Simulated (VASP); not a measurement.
Wanted: the native input for a VASP 6.6.1 run.

* Task: single point
* Functional: LDA
* Potentials or basis: VASP PAW LDA potentials, release 64 (Al)
* Cutoff: 520 eV
* k mesh: 9 × 9 × 3
* Occupations: methfessel-paxton, width 0.1 eV
* Spin: no spin polarisation
* Dipole correction: no
* Further INCAR settings: ALGO = Normal; EDIFF = 1e-07; NBANDS = 14

The structure of Al lies in POSCAR:

```
Al
1.0
    2.7791512018      0.0000000000      0.0000000000
   -1.3895756009      2.4068155439      0.0000000000
    0.0000000000      0.0000000000      9.0302681884
Al
4
Direct
    0.0000000000      0.0000000000      0.0000000000
    0.3333333333      0.6666666667      0.2500000000
    0.0000000000      0.0000000000      0.5000000000
    0.6666666667      0.3333333333      0.7500000000
```

The input as run:

INCAR

```
SYSTEM = Al
PREC = Accurate
ENCUT = 520
EDIFF = 1E-7
ISMEAR = 1
SIGMA = 0.1
LREAL = .FALSE.
LASPH = .TRUE.
NELM = 80
ALGO = Normal
ISIF = 2
LWAVE = .FALSE.
LCHARG = .TRUE.
LELF = .TRUE.
LVHAR = .TRUE.
NBANDS = 14
```

KPOINTS

```
Automatic mesh
0
G
  9 9 3
  0 0 0
```

Potentials or basis: VASP PAW LDA potentials, release 64 (Al).

The run is started by

```sh
$ cat potpaw_LDA.64/Al/POTCAR > POTCAR
$ mpirun -np 1 vasp_std > vasp.out
```

Results of the run:

```json
{
 "Pressure": "4.3 GPa",
 "Band gap on the k mesh": "zero (band 6 reaches 12.86 eV, above the bottom of band 7 at 7.34 eV)"
}
```

Run time: 39 s on 1 thread of AMD EPYC 7R13 (shared host), peak memory 0.13 GiB.
